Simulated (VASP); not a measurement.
Input of a VASP 6.6.1 run:

Contents of POSCAR:

```
Ti
1.0
    0.0000000000      2.1268097950      2.1268097950
    2.1268097950      0.0000000000      2.1268097950
    2.1268097950      2.1268097950      0.0000000000
Ti
1
Direct
    0.0000000000      0.0000000000      0.0000000000
```

Contents of INCAR.step1:

```
PREC = Accurate ; ENCUT = 400
EDIFF = 1E-5 ; ISMEAR = 0
SIGMA = 0.01 ; LREAL = False
LASPH = True ; NELM = 120
ALGO = Normal ; ISIF = 2
LWAVE = True ; LCHARG = False
GGA = PE ; NBANDS = 12
GGA_COMPAT = False
```

INCAR.step2

```
PREC = Accurate ; ENCUT = 400
EDIFF = 1E-6 ; ISMEAR = 0
SIGMA = 0.01 ; LREAL = False
LASPH = True ; NELM = 120
ALGO = Normal ; ISIF = 2
LWAVE = False ; LCHARG = False
GGA = PE ; LHFCALC = True
AEXX = 0.25 ; HFSCREEN = 0.3
PRECFOCK = Normal ; ISTART = 1
NBANDS = 12 ; GGA_COMPAT = False
```

The input KPOINTS:

```
regular mesh
0
Gamma
  7 7 7
```

Potentials or basis: VASP PAW PBE potentials, release 64 (Ti_sv).

Launch:

```bash
$ cat potpaw_PBE.64/Ti_sv/POTCAR > POTCAR
$ cp INCAR.step1 INCAR
$ mpirun -np 1 vasp_std > vasp.out
$ cp INCAR.step2 INCAR
$ mpirun -np 1 vasp_std > vasp.out
```

Problem. What does it give for the band gap on the k mesh?

Solution. Zero (bands 6 and 7 overlap by 1.37 eV).

Problem. Predict the pressure.

Solution. -11.3 GPa.

Caveat: the k points lie up to 0.37 Å⁻¹ apart, too coarse for converged energies and pressures of a metal; the PAW data sets were made with another functional, which shifts forces and pressure a little.
